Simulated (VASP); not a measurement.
Re, 2 atoms in the cell. Symmetry: P6_3/mmc, No. 194, hexagonal system. The conventional cell has a = 2.681 Å, b = 2.681 Å, c = 4.337 Å, α = 90.00°, β = 90.00°, γ = 120.00°. Within 3.5 Å of Re (site symmetry -6m2) lie 12 Re at 2.66 to 2.68 Å. 

| Item | Value |
| --- | --- |
| Program | VASP 6.6.1 |
| Task | single point |
| Functional | r2SCAN |
| Potentials or basis | VASP PAW PBE potentials, release 64 (Re) |
| Cutoff | 520 eV |
| k mesh | 11 × 11 × 6 |
| Occupations | fermi-dirac, width 0.1 eV |
| Spin | no spin polarisation |
| Dipole correction | no |
| Further INCAR settings | ALGO = Normal; EDIFF = 1e-06; NBANDS = 14 |

Potentials or basis: VASP PAW PBE potentials, release 64 (Re).

Launch:

```bash
$ cat potpaw_PBE.64/Re/POTCAR > POTCAR
$ cp INCAR.step1 INCAR
$ mpirun -np 1 vasp_std > vasp.out
$ cp INCAR.step2 INCAR
$ mpirun -np 1 vasp_std > vasp.out
```

Hardware: 1 thread of AMD EPYC 9R45 96-Core Processor (Zen 5), with other jobs on the host.

**Question.** How long does it take, and how much memory?

**Answer.** It took 37 s on 1 thread of AMD EPYC 9R45 96-Core Processor (Zen 5), with other jobs on the host, peak memory 0.12 GiB. Counts: k points 64.
